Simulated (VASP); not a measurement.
# MnO2 (R-3m) in VASP: notebook, part 2 of 2

VASP 6.6.1.

## Step 3: Single point, PBEsol+D3(BJ), collinear spin, ferromagnetic start

This run uses another cell than the first one, of 10.80 Å³/atom.

File INCAR:

```
ALGO = Normal ; EDIFF = 1E-6
ENCUT = 520 ; GGA = PS
ISIF = 2 ; ISMEAR = -1
ISPIN = 2 ; IVDW = 12
LASPH = T ; LCHARG = T
LELF = T ; LMAXMIX = 4
LORBIT = 11 ; LREAL = F
LVHAR = T ; LWAVE = F
MAGMOM = 4 0 0 ; NBANDS = 24
NELM = 150 ; PREC = Accurate
SIGMA = 0.05
```

File KPOINTS:

```
k-points
0
Gamma
  11 11 11
```

File POSCAR:

```
MnO2
1.0
    1.4284348394      0.8247072390      4.5839315268
   -1.4284348394      0.8247072390      4.5839315268
    0.0000000000     -1.6494144781      4.5839315268
Mn O
1 2
Direct
    0.0000000000      0.0000000000      0.0000000000
    0.7356355100      0.7356355100      0.7356355100
    0.2643644900      0.2643644900      0.2643644900
```

Potentials or basis: VASP PAW PBE potentials, release 64 (Mn_pv, O).

Launch:

```sh
$ cat potpaw_PBE.64/Mn_pv/POTCAR potpaw_PBE.64/O/POTCAR > POTCAR
$ mpirun -np 1 vasp_std > vasp.out
```

OUTCAR:

```text
EDIFF = 1E-6
   ENCUT = 520
   GGA = PS
   ISIF = 2
   ISMEAR = -1
   ISPIN = 2
   IVDW = 12
   LASPH = T
   LORBIT = 11
   LREAL = F
   NELM = 150
   PREC = Accurate
 IVDW          = 12

 ion  position               nearest neighbor table
   1  0.000  0.000  0.000-   2 1.90   3 1.90   2 1.90   2 1.90   3 1.90   3 1.90
   2  0.736  0.736  0.736-   1 1.90   1 1.90   1 1.90
   3  0.264  0.264  0.264-   1 1.90   1 1.90   1 1.90

  LATTYP: Found a trigonal (rhomboedric) cell.
 ALAT       =     4.8716523237
 COS(alpha) =     0.8280515398

  Lattice vectors:

 A1 = (   1.4284348394,   0.8247072390,   4.5839315268)
 A2 = (  -1.4284348394,   0.8247072390,   4.5839315268)
 A3 = (   0.0000000000,  -1.6494144781,   4.5839315268)

Analysis of symmetry for initial positions (statically):
=====================================================================
 Subroutine PRICEL returns:
 Original cell was already a primitive cell.

 Routine SETGRP: Setting up the symmetry group for a
[... 1492 lines left out ...]
 [... further k-points ...]

------------------------ aborting loop because EDIFF is reached ----------------------------------------

 Edisp (eV)   -0.32650

 E8    (eV) :    -0.1899

  FORCE on cell =-STRESS in cart. coord.  units (eV):
  Direction    XX          YY          ZZ          XY          YZ          ZX
  --------------------------------------------------------------------------------------
  -------------------------------------------------------------------------------------
  Total      -0.66071    -0.66071    -0.37742     0.00000     0.00000     0.00000
  in kB     -32.67167   -32.67167   -18.66319     0.00000     0.00000     0.00000
  external pressure =      -28.00 kB  Pullay stress =        0.00 kB

 VOLUME and BASIS-vectors are now :
 -----------------------------------------------------------------------------
  energy-cutoff  :      520.00
  volume of cell :       32.40
      direct lattice vectors                 reciprocal lattice vectors
     1.428434839  0.824707239  4.583931527     0.350033468  0.202091917  0.072717782
    -1.428434839  0.824707239  4.583931527    -0.350033468  0.202091917  0.072717782
     0.000000000 -1.649414478  4.583931527     0.000000000 -0.404183833  0.072717782

 POSITION                                       TOTAL-FORCE (eV/Angst)
 -----------------------------------------------------------------------------------
      0.00000      0.00000      0.00000         0.000000     -0.000000      0.000000
      0.00000     -0.00000     10.11631         0.000000      0.000000     -0.077557
      0.00000     -0.00000      3.63549         0.000000     -0.000000      0.077557
 -----------------------------------------------------------------------------------
    total drift:                                0.000000      0.000000      0.000000

  FREE ENERGIE OF THE ION-ELECTRON SYSTEM (eV)
  ---------------------------------------------------
  free  energy   TOTEN  =       -25.3815708127 eV

  energy  without entropy=      -25.3815547710  energy(sigma->0) =      -25.38156279

 total charge

# of ion       s       p       d       tot
------------------------------------------
    1        0.361   6.476   4.935  11.772
    2        1.577   3.399   0.000   4.976
    3        1.577   3.399   0.000   4.976
--------------------------------------------------
tot          3.515  13.273   4.935  21.724

 magnetization (x)

# of ion       s       p       d       tot
------------------------------------------
    1        0.031   0.040   2.766   2.837
    2        0.004   0.037   0.000   0.041
    3        0.004   0.037   0.000   0.041
--------------------------------------------------
tot          0.038   0.114   2.766   2.918
```

Wall time 3.7 min (1 thread of Intel Xeon Platinum 8559C (Emerald Rapids), shared host); peak memory 0.36 GiB.

What came out:

* Free energy: -25.3816 eV
* Pressure: -2.8 GPa
* Largest force: 0.078 eV/Å
* Band gap on the k mesh: 0.73 eV (least direct gap 0.80 eV)
* Net moment: 3.00 μB per cell
* Site moments: Mn +2.84; O +0.04 μB
* Valence electrons inside the program's atomic spheres: Mn 11.77; O 4.98
* Dispersion energy per atom: -0.109 eV

Forces in eV/Å, atoms in the order of the input:
```
Mn   0.000  0.000  0.000
O    0.000  0.000 -0.078
O    0.000  0.000  0.078
```

Stress tensor (GPa, compression positive):
```
-3.27  0.00  0.00
 0.00 -3.27  0.00
 0.00  0.00 -1.87
```

Levels at points of the mesh, in eV from the valence-band top:
Spin up:
| k point | band 10 | band 11 | band 12 | band 13 | band 14 | band 15 | band 16 | band 17 | band 18 | band 19 |
| --- | --- | --- | --- | --- | --- | --- | --- | --- | --- | --- |
| (0.00, 0.00, 0.00) | -2.39 | -1.44 | -1.44 | -1.18 | -0.31 | 2.85 | 2.85 | 7.03 | 10.17 | 14.78 |
Spin down:
```
           k point  band 8  band 9  band 10  band 11  band 12  band 13  band 14  band 15
(0.00, 0.00, 0.00)   -5.09   -1.36    -1.36    -1.01     0.73     0.73     2.41     4.21
```

Caveat: three body term missing; the PAW data sets were made with another functional, which shifts forces and pressure a little; an odd mesh through Γ misses points on the zone boundary, where band edges can lie; a cell with one magnetic atom can't hold antiferromagnetic order, which such compounds often take.

## Step 4: Single point, PBEsol, collinear spin, ferromagnetic start

This run uses another cell than the first one, of 11.51 Å³/atom.

File INCAR:

```
SYSTEM = MnO2
PREC = Accurate ; ENCUT = 520
EDIFF = 1E-6 ; ISMEAR = -1
SIGMA = 0.05 ; LREAL = .False.
LASPH = .True. ; NELM = 150
ALGO = Normal ; ISIF = 2
LWAVE = .False. ; LCHARG = .False.
ISPIN = 2 ; MAGMOM = 4 0 0
LORBIT = 11 ; LMAXMIX = 4
GGA = PS ; NBANDS = 24
```

File KPOINTS:

```
regular mesh
0
Gamma
  11 11 11
  0 0 0
```

File POSCAR:

```
MnO2
1.0
    1.4206584143      0.8202175179      4.9408719839
   -1.4206584143      0.8202175179      4.9408719839
    0.0000000000     -1.6404350358      4.9408719839
Mn O
1 2
Direct
    0.0000000000      0.0000000000      0.0000000000
    0.7306957794      0.7306957794      0.7306957794
    0.2693042206      0.2693042206      0.2693042206
```

Launch:

```sh
$ cat potpaw_PBE.64/Mn_pv/POTCAR potpaw_PBE.64/O/POTCAR > POTCAR
$ mpirun -np 1 vasp_std > vasp.out
```

Wall time 6.4 min (1 thread of Intel Xeon Platinum 8559C (Emerald Rapids), shared host); peak memory 0.4 GiB.

Results (log left out):

| Quantity | Value |
| --- | --- |
| Free energy | -25.0616 eV |
| Pressure | 0.9 GPa |
| Largest force | 0.085 eV/Å |
| Band gap on the k mesh | 0.73 eV (least direct gap 0.79 eV) |
| Net moment | 3.00 μB per cell |
| Site moments | Mn +2.82; O +0.05 μB |
| Valence electrons inside the program's atomic spheres | Mn 11.80; O 4.98 |

Forces in eV/Å, atoms in the order of the input:
```
Mn   0.000  0.000  0.000
O    0.000  0.000  0.085
O    0.000  0.000 -0.085
```

Stress tensor (GPa, compression positive):
```
1.10 0.00 0.00
0.00 1.10 0.00
0.00 0.00 0.60
```

Levels at points of the mesh, in eV from the valence-band top:
Spin up:
```
           k point  band 11  band 12  band 13  band 14  band 15  band 16  band 17  band 18
(0.00, 0.00, 0.00)    -1.47    -1.45    -1.45    -0.26     2.93     2.93     6.90    10.23
```
Spin down:
| k point | band 8 | band 9 | band 10 | band 11 | band 12 | band 13 | band 14 | band 15 |
| --- | --- | --- | --- | --- | --- | --- | --- | --- |
| (0.00, 0.00, 0.00) | -5.12 | -1.35 | -1.35 | -1.28 | 0.73 | 0.73 | 2.42 | 4.29 |

Caveat: the PAW data sets were made with another functional, which shifts forces and pressure a little; an odd mesh through Γ misses points on the zone boundary, where band edges can lie; a cell with one magnetic atom can't hold antiferromagnetic order, which such compounds often take.

## Step 5: Single point, PBEsol, collinear spin, ferromagnetic start (11.02 Å³/atom)

This run uses another cell than the first one, of 11.02 Å³/atom.

File INCAR:

```
PREC = Accurate ; ENCUT = 520
EDIFF = 1E-6 ; ISMEAR = -1
SIGMA = 0.05 ; LREAL = False
LASPH = True ; NELM = 150
ALGO = Normal ; ISIF = 2
LWAVE = False ; LCHARG = True
ISPIN = 2 ; MAGMOM = 4 0 0
LORBIT = 11 ; LMAXMIX = 4
GGA = PS ; LELF = True
LVHAR = True ; NBANDS = 24
```

File KPOINTS:

```
regular mesh
0
Gamma
  11 11 11
```

File POSCAR:

```
MnO2
1.0
    1.4378949485      0.8301690355      4.6142895739
   -1.4378949485      0.8301690355      4.6142895739
    0.0000000000     -1.6603380711      4.6142895739
Mn O
1 2
Direct
    0.0000000000      0.0000000000      0.0000000000
    0.7356355100      0.7356355100      0.7356355100
    0.2643644900      0.2643644900      0.2643644900
```

Launch:

```sh
$ cat potpaw_PBE.64/Mn_pv/POTCAR potpaw_PBE.64/O/POTCAR > POTCAR
$ mpirun -np 1 vasp_std > vasp.out
```

Wall time 10 min (1 thread of Intel Xeon 8259CL, shared host); peak memory 0.36 GiB.

Results (log left out):

```
Free energy                                           : -25.0440 eV
Pressure                                              : -4.9 GPa
Largest force                                         : 0.356 eV/Å
Band gap on the k mesh                                : 0.80 eV (least direct gap 0.87 eV)
Net moment                                            : 3.00 μB per cell
Site moments                                          : Mn +2.86; O +0.03 μB
Valence electrons inside the program's atomic spheres : Mn 11.72; O 4.96
```

Forces on the atoms (eV/Å):
```
Mn   0.000  0.000  0.000
O    0.000  0.000 -0.356
O    0.000  0.000  0.356
```

Stress tensor (GPa, compression positive):
```
-5.94  0.00  0.00
 0.00 -5.94  0.00
 0.00  0.00 -2.81
```

Levels at points of the mesh, in eV from the valence-band top:
Spin up:
```csv
k point,band 11,band 12,band 13,band 14,band 15,band 16,band 17,band 18
"(0.00, 0.00, 0.00)",-1.36,-1.36,-1.09,-0.30,2.80,2.80,6.94,10.11
```
Spin down:
```csv
k point,band 8,band 9,band 10,band 11,band 12,band 13,band 14,band 15
"(0.00, 0.00, 0.00)",-4.93,-1.29,-1.29,-0.93,0.80,0.80,2.43,4.17
```

Caveat: the cell stands under tension; the PAW data sets were made with another functional, which shifts forces and pressure a little; an odd mesh through Γ misses points on the zone boundary, where band edges can lie; a cell with one magnetic atom can't hold antiferromagnetic order, which such compounds often take.

## Step 6: Single point, PBEsol, collinear spin, ferromagnetic start (11.23 Å³/atom)

This run uses another cell than the first one, of 11.23 Å³/atom.

File INCAR:

```
  PREC = Accurate
  ENCUT = 520
  EDIFF = 1E-7
  ISMEAR = -1
  SIGMA = 0.05
  LREAL = False
  LASPH = True
  NELM = 150
  ALGO = Normal
  ISIF = 2
  LWAVE = False
  LCHARG = False
  ISPIN = 2
  MAGMOM = 4 0 0
  LORBIT = 11
  LMAXMIX = 4
  GGA = PS
  NBANDS = 24
```

File KPOINTS:

```
Automatic mesh
0
Gamma
  11 11 11
```

File POSCAR:

```
MnO2
1.0
    1.4472321903      0.8355598946      4.6442533328
   -1.4472321903      0.8355598946      4.6442533328
    0.0000000000     -1.6711197893      4.6442533328
Mn O
1 2
Direct
    0.0000000000      0.0000000000      0.0000000000
    0.7356355100      0.7356355100      0.7356355100
    0.2643644900      0.2643644900      0.2643644900
```

Potentials or basis: VASP PAW PBE potentials, release 64 (Mn_pv, O).

Launch:

```sh
$ cat potpaw_PBE.64/Mn_pv/POTCAR potpaw_PBE.64/O/POTCAR > POTCAR
$ mpirun -np 1 vasp_std > vasp.out
```

Wall time 15 min (1 thread of Intel Xeon 8259CL, shared host); peak memory 0.41 GiB.

The run converged. Its results:

| Property | Result |
| --- | --- |
| Free energy | -25.0184 eV |
| Pressure | -8.2 GPa |
| Largest force | 0.608 eV/Å |
| Band gap on the k mesh | 0.87 eV (least direct gap 0.95 eV) |
| Net moment | 3.00 μB per cell |
| Site moments | Mn +2.88; O +0.02 μB |
| Valence electrons inside the program's atomic spheres | Mn 11.68; O 4.95 |

Forces in eV/Å, atoms in the order of the input:
```
Mn   0.000  0.000  0.000
O    0.000  0.000 -0.608
O    0.000  0.000  0.608
```

Stress tensor (GPa, compression positive):
```
-9.73  0.00  0.00
 0.00 -9.73  0.00
 0.00  0.00 -5.15
```

Levels at points of the mesh, in eV from the valence-band top:
Spin up:
| k point | band 12 | band 13 | band 14 | band 15 | band 16 | band 17 |
| --- | --- | --- | --- | --- | --- | --- |
| (0.00, 0.00, 0.00) | -1.28 | -1.00 | -0.30 | 2.75 | 2.75 | 6.85 |
Spin down:
```
           k point  band 8  band 9  band 10  band 11  band 12  band 13  band 14  band 15
(0.00, 0.00, 0.00)   -4.77   -1.23    -1.23    -0.87     0.87     0.87     2.44     4.12
```

Caveat: the cell stands under tension; the PAW data sets were made with another functional, which shifts forces and pressure a little; an odd mesh through Γ misses points on the zone boundary, where band edges can lie; a cell with one magnetic atom can't hold antiferromagnetic order, which such compounds often take.

## Step 7: Summary

```tsv
level	cell	gap on the mesh (eV)	pressure (GPa)	moment (μB)	largest force (eV/Å)
PBE	a = 4.967 Å, angles 34.1°, 3 atoms, atomic positions A	1.04	-4.9	3.00	0.47
PBEsol+D3(BJ)	a = 4.872 Å, angles 34.1°, 3 atoms, atomic positions A	0.73	-2.8	3.00	0.08
PBEsol	a = 5.206 Å, angles 31.7°, 3 atoms, atomic positions B	0.73	0.9	3.00	0.08
PBEsol	a = 4.904 Å, angles 34.1°, 3 atoms, atomic positions A	0.80	-4.9	3.00	0.36
PBEsol	a = 4.936 Å, angles 34.1°, 3 atoms, atomic positions A	0.87	-8.2	3.00	0.61
```

Alike in all rows: task single point; potentials or basis VASP PAW PBE potentials, release 64 (Mn_pv, O); spin collinear, ferromagnetic start; k mesh 11 × 11 × 11; cutoff (eV) 520; smearing fermi-dirac 0.05 eV.

Caveats: an odd mesh through Γ misses points on the zone boundary, where band edges can lie; a cell with one magnetic atom can't hold antiferromagnetic order, which such compounds often take; the PAW data sets were made with another functional, which shifts forces and pressure a little (at least some runs); the cell stands under tension (at least some runs); three body term missing (at least some runs).

Total energies depend on the potentials used, so only differences within one code and one set of settings carry meaning.
